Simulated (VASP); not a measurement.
# Na2S (Fm-3m) in VASP: further runs

Na2S is run at these levels: PBE, LDA, r2SCAN; tasks: single point, relaxation of cell and atoms.

Program: VASP 6.6.1. These are calculated values, not measurements. Logs are shortened: lines on timing, memory, paths and dates and some standing lists are left out, and cuts for length are marked.

### 1 The cell of the first run

Symmetry: Fm-3m, No. 225, cubic system. Conventional cell: a = 6.511 Å, b = 6.511 Å, c = 6.511 Å, α = 90.00°, β = 90.00°, γ = 90.00°. Within 3.7 Å of Na (site symmetry -43m) lie 4 S at 2.82 Å and 6 Na at 3.26 Å. S (site symmetry m-3m) has 8 Na at 2.82 Å within 3.7 Å.

### 2 Single point, PBE

The input, INCAR:

```
PREC     = Accurate       # precision mode
ENCUT    = 500            # plane-wave cutoff, eV
EDIFF    = 1E-6           # SCF threshold, eV
ISMEAR   = -1             # smearing method
SIGMA    = 0.02           # smearing width, eV
LREAL    = False          # projectors in reciprocal space
LASPH    = True           # aspherical terms in the spheres
NELM     = 120            # most SCF steps
ALGO     = Normal         # electronic algorithm
ISIF     = 2              # what is computed and relaxed
LWAVE    = False          # write WAVECAR
LCHARG   = False          # write CHGCAR
GGA      = PE             # functional
NBANDS   = 17             # bands
GGA_COMPAT= False
```

The input, KPOINTS:

```
regular mesh
0
Gamma
  8 8 8
```

The input, POSCAR:

```
Na2S
1.0
    0.0000000000      3.2554374590      3.2554374590
    3.2554374590      0.0000000000      3.2554374590
    3.2554374590      3.2554374590      0.0000000000
Na S
2 1
Direct
    0.2500000000      0.2500000000      0.2500000000
    0.7500000000      0.7500000000      0.7500000000
    0.0000000000      0.0000000000      0.0000000000
```

Potentials or basis: VASP PAW PBE potentials, release 64 (Na_pv, S).

Started as:

```sh
> cat potpaw_PBE.64/Na_pv/POTCAR potpaw_PBE.64/S/POTCAR > POTCAR
> mpirun -np 1 vasp_std > vasp.out
```

OUTCAR:

```text
PREC = Accurate
   ENCUT = 500
   EDIFF = 1E-6
   ISMEAR = -1
   LREAL = False
   LASPH = True
   NELM = 120
   ISIF = 2
   GGA = PE

 ion  position               nearest neighbor table
   1  0.250  0.250  0.250-
   2  0.750  0.750  0.750-
   3  0.000  0.000  0.000-

  LATTYP: Found a face centered cubic cell.
 ALAT       =     6.5108749180

  Lattice vectors:

 A1 = (   0.0000000000,   3.2554374590,   3.2554374590)
 A2 = (   3.2554374590,   0.0000000000,   3.2554374590)
 A3 = (   3.2554374590,   3.2554374590,   0.0000000000)

Analysis of symmetry for initial positions (statically):
=====================================================================
 Subroutine PRICEL returns:
 Original cell was already a primitive cell.

 Routine SETGRP: Setting up the symmetry group for a
 face centered cubic supercell.

 Subroutine GETGRP returns: Found 48 space group operations
 (whereof 48 operations were pure point group operations)
 out of a pool of 48 trial point group operations.

The static configuration has the point symmetry O_h .

Analysis of symmetry for dynamics (positions and initial velocities):
=====================================================================
 Subroutine PRICEL returns:
 Original cell was already a primitive cell.

 Routine SETGRP: Setting up the symmetry group for a
 face centered cubic supercell.

 Subroutine GETGRP returns: Found 48 space group operations
 (whereof 48 operations were pure point group operations)
 out of a pool of 48 trial point group operations.

The dynamic configuration has the point symmetry O_h .

 Subroutine INISYM returns: Found 48 space group operations
 (whereof 48 operations are pure point group operations),
 and found     1 'primitive' translations

----------------------------------------------------------------------------------------

                                     Primitive cell

  volume of cell :      69.0014

  direct lattice vectors                    reciprocal lattice vectors
     0.000000000  3.255437459  3.255437459    -0.153589189  0.153589189  0.153589189
     3.255437459  0.000000000  3.255437459     0.153589189 -0.153589189  0.153589189
     3.255437459  3.255437459  0.000000000     0.153589189  0.153589189 -0.153589189

  length of vectors
     4.603883806  4.603883806  4.603883806     0.266024279  0.266024279  0.266024279
[... 81 lines left out ...]
   ENCUT  =  500.0 eV  36.75 Ry    6.06 a.u.   8.39  8.39  8.39*2*pi/ulx,y,z
   NELM   =    120;   NELMIN=  2; NELMDL= -5     # of ELM steps
   EDIFF  = 0.1E-05   stopping-criterion for ELM
   LREAL  =      F    real-space projection
   EDIFFG = 0.1E-04   stopping-criterion for IOM
   NSW    =      0    number of steps for IOM
   IBRION =     -1    ionic relax: 0-MD 1-quasi-New 2-CG
   NFREE  =      0    steps in history (QN), initial steepest desc. (CG)
   ISIF   =      2    stress and relaxation
   ISYM   =      2    0-nonsym 1-usesym 2-fastsym
   POTIM  = 0.5000    time-step for ionic-motion
   TEBEG  =    0.0;   TEEND  =   0.0 temperature during run
   PSTRESS=    0.0 pullay stress
   NELECT =      20.0000    total number of electrons
   NUPDOWN=      -1.0000    fix difference up-down
   EMIN   =  10.00;   EMAX   =-10.00  energy-range for DOS
   EFERMI =   0.00;   METHOD = LEGACY
   ISMEAR =    -1;   SIGMA  =   0.02  broadening in eV -4-tet -1-fermi 0-gaus
   EFERMI_NEDOS =   21; number of points for ismear=-14 and -15
   IALGO  =     38    algorithm
   IMIX   =      4    mixing-type and parameters
     AMIX     =   0.40;   BMIX     =  1.00
     AMIX_MAG =   1.60;   BMIX_MAG =  1.00
  volume/ion in A,a.u.               =      23.00       155.21
  Fermi-wavevector in a.u.,A,eV,Ry     =   1.083425  2.047376 15.970648  1.173809
  Thomas-Fermi vector in A             =   2.219491
   LORBIT       =      0    0 simple, 1 ext, 2 COOP (PROOUT), +10 PAW based schemes
   GGA     = PE    functional components
   LHFCALC =     F    Hartree Fock is set to
   AEXX    =    0.0000 exact exchange contribution
   IVDW    =     0    specifies the selected vdW correction
   LEPSILON=     F    determine dielectric tensor
   LRPA    =     F    only Hartree local field effects (RPA)
 non-spin polarized calculation
  energy-cutoff  :      500.00
  volume of cell :       69.00
 maximum number of plane-waves:      1807
 NGX is ok and might be reduce to    36
   NGX = 17   NGY = 17   NGZ = 17

 number of electron      19.9999984 magnetization

 Free energy of the ion-electron system (eV)
  ---------------------------------------------------
  ext. energy  EPLUGINS =         0.00000000
  ---------------------------------------------------
  free energy    TOTEN  =        -9.97128437 eV

  energy without entropy =       -9.97128437  energy(sigma->0) =       -9.97128437

 E-fermi :   0.6758     XC(G=0):  -7.8743

 val. band max:        0.2473128464   @ k =   0.0000   0.0000   0.0000
 cond. band min:       2.7790754037   @ k =   0.0000   0.0000   0.0000
 fundamental gap:      2.5317625573
 Fermi energy:         0.6757831199

 k-point     1 :       0.0000    0.0000    0.0000
  band No.  band energies     occupation
      1     -21.9648      2.00000
      2     -21.9648      2.00000
      3     -21.9648      2.00000
      4     -21.9088      2.00000
      5     -21.9088      2.00000
      6     -21.9088      2.00000
[... 457 lines left out ...]
      4     -21.9392      2.00000
      5     -21.9102      2.00000
      6     -21.9092      2.00000
[... 9 lines left out ...]
     16      10.9671      0.00000
     17      12.2405      0.00000

 [... further k-points ...]

------------------------ aborting loop because EDIFF is reached ----------------------------------------

  FORCE on cell =-STRESS in cart. coord.  units (eV):
  Direction    XX          YY          ZZ          XY          YZ          ZX
  --------------------------------------------------------------------------------------
  -------------------------------------------------------------------------------------
  Total        0.3414386      0.3414386      0.3414386      0.0000000      0.0000000      0.0000000
  in kB        7.9280284      7.9280284      7.9280284      0.0000000      0.0000000      0.0000000
  external PRESSURE =       7.9280284 kB  Pullay stress =       0.0000000 kB

 VOLUME and BASIS-vectors are now :
 -----------------------------------------------------------------------------
  energy-cutoff  :      500.00
  volume of cell :       69.00
      direct lattice vectors                 reciprocal lattice vectors
     0.000000000  3.255437459  3.255437459    -0.153589189  0.153589189  0.153589189
     3.255437459  0.000000000  3.255437459     0.153589189 -0.153589189  0.153589189
     3.255437459  3.255437459  0.000000000     0.153589189  0.153589189 -0.153589189

 POSITION                                       TOTAL-FORCE (eV/Angst)
 -----------------------------------------------------------------------------------
      1.62772      1.62772      1.62772         0.000000      0.000000      0.000000
      4.88316      4.88316      4.88316        -0.000000     -0.000000     -0.000000
      0.00000      0.00000      0.00000        -0.000000     -0.000000      0.000000
 -----------------------------------------------------------------------------------
    total drift:                                0.000000      0.000000      0.000000

  FREE ENERGIE OF THE ION-ELECTRON SYSTEM (eV)
  ---------------------------------------------------
  free  energy   TOTEN  =        -9.9712843724 eV

  energy  without entropy=       -9.9712843724  energy(sigma->0) =       -9.97128437
```

Wall time 64 s (1 thread of Intel Xeon 8259CL, shared host); peak memory 0.2 GiB.

What came out:

* Free energy: -9.9713 eV
* Pressure: 0.8 GPa
* Band gap on the k mesh: 2.53 eV

Levels at points of the mesh, in eV from the valence-band top:
```
           k point  band 6  band 7  band 8  band 9  band 10  band 11  band 12  band 13  band 14  band 15
(0.00, 0.00, 0.00)  -22.16  -10.16    0.00    0.00     0.00     2.53     7.79     7.79     7.79     9.39
(0.50, 0.00, 0.00)  -22.18   -9.91   -1.66   -0.13    -0.13     4.85     6.51     7.18     7.18    11.30
(0.50, 0.50, 0.00)  -22.14   -9.83   -1.49   -0.46    -0.46     3.85     6.05     8.57     9.86     9.86
```

### 3 Single point, LDA

The input, INCAR:

```
SYSTEM = Na2S
PREC = Accurate
ENCUT = 500
EDIFF = 1E-6
ISMEAR = 0
SIGMA = 0.01
LREAL = .FALSE.
LASPH = .TRUE.
NELM = 120
ALGO = Normal
ISIF = 2
LWAVE = .FALSE.
LCHARG = .TRUE.
LELF = .TRUE.
LVHAR = .TRUE.
NBANDS = 17
GGA_COMPAT = .FALSE.
```

The input, KPOINTS:

```
regular mesh
0
G
  8 8 8
  0 0 0
```

POSCAR is that of step 2.

Potentials or basis: VASP PAW LDA potentials, release 64 (Na_pv, S).

Started as:

```sh
> cat potpaw_LDA.64/Na_pv/POTCAR potpaw_LDA.64/S/POTCAR > POTCAR
> mpirun -np 1 vasp_std > vasp.out
```

OUTCAR:

```text
SYSTEM = Na2S
   PREC = Accurate
   ENCUT = 500
   EDIFF = 1E-6
   ISMEAR = 0
   LREAL = .FALSE.
   LASPH = .TRUE.
   NELM = 120
   ISIF = 2

 ion  position               nearest neighbor table
   1  0.250  0.250  0.250-
   2  0.750  0.750  0.750-
   3  0.000  0.000  0.000-

  LATTYP: Found a face centered cubic cell.
 ALAT       =     6.5108749180

  Lattice vectors:

[... 669 lines left out ...]

------------------------ aborting loop because EDIFF is reached ----------------------------------------

  FORCE on cell =-STRESS in cart. coord.  units (eV):
  Direction    XX          YY          ZZ          XY          YZ          ZX
  --------------------------------------------------------------------------------------
  -------------------------------------------------------------------------------------
  Total       -0.7824116     -0.7824116     -0.7824116      0.0000000     -0.0000000     -0.0000000
  in kB      -18.1671909    -18.1671909    -18.1671909      0.0000000     -0.0000000     -0.0000000
  external PRESSURE =     -18.1671909 kB  Pullay stress =       0.0000000 kB

 VOLUME and BASIS-vectors are now :
 -----------------------------------------------------------------------------
  energy-cutoff  :      500.00
  volume of cell :       69.00
      direct lattice vectors                 reciprocal lattice vectors
     0.000000000  3.255437459  3.255437459    -0.153589189  0.153589189  0.153589189
     3.255437459  0.000000000  3.255437459     0.153589189 -0.153589189  0.153589189
     3.255437459  3.255437459  0.000000000     0.153589189  0.153589189 -0.153589189

 POSITION                                       TOTAL-FORCE (eV/Angst)
 -----------------------------------------------------------------------------------
      1.62772      1.62772      1.62772         0.000000      0.000000      0.000000
      4.88316      4.88316      4.88316        -0.000000     -0.000000     -0.000000
      0.00000      0.00000      0.00000        -0.000000      0.000000      0.000000
 -----------------------------------------------------------------------------------
    total drift:                                0.000000      0.000000      0.000000

  FREE ENERGIE OF THE ION-ELECTRON SYSTEM (eV)
  ---------------------------------------------------
  free  energy   TOTEN  =       -10.8911323488 eV

  energy  without entropy=      -10.8911323488  energy(sigma->0) =      -10.89113235
```

OSZICAR:

```text
N       E                     dE             d eps       ncg     rms          rms(c)
DAV:   1     0.142400052439E+03    0.14240E+03   -0.10216E+04   986   0.117E+03
DAV:   2    -0.188302269458E+01   -0.14428E+03   -0.13945E+03  1067   0.310E+02
DAV:   3    -0.115619302251E+02   -0.96789E+01   -0.96309E+01  1195   0.822E+01
DAV:   4    -0.117261067027E+02   -0.16418E+00   -0.16403E+00  1229   0.115E+01
DAV:   5    -0.117293742689E+02   -0.32676E-02   -0.32672E-02  1241   0.158E+00    0.361E+00
DAV:   6    -0.109650709023E+02    0.76430E+00   -0.15601E+00  1289   0.572E+00    0.280E+00
DAV:   7    -0.109007416208E+02    0.64329E-01   -0.17869E-01  1197   0.181E+00    0.175E+00
DAV:   8    -0.108911736770E+02    0.95679E-02   -0.16339E-02  1102   0.991E-01    0.555E-01
DAV:   9    -0.108909968119E+02    0.17687E-03   -0.22562E-04  1315   0.112E-01    0.498E-01
DAV:  10    -0.108911148678E+02   -0.11806E-03   -0.15671E-03  1111   0.248E-01    0.200E-01
DAV:  11    -0.108911322273E+02   -0.17359E-04   -0.51077E-05  1144   0.490E-02    0.145E-01
DAV:  12    -0.108911323488E+02   -0.12152E-06   -0.74232E-06  1118   0.384E-02
   1 F= -.10891132E+02 E0= -.10891132E+02  d E =-.672330E-13
```

Run time: 53 s. Hardware: 1 thread of Intel Xeon 8259CL, shared host; peak memory 0.17 GiB.

Results:

```
Free energy            : -10.8911 eV
Pressure               : -1.8 GPa
Band gap on the k mesh : 2.29 eV
```

(Part 1 of 2 ends here.)
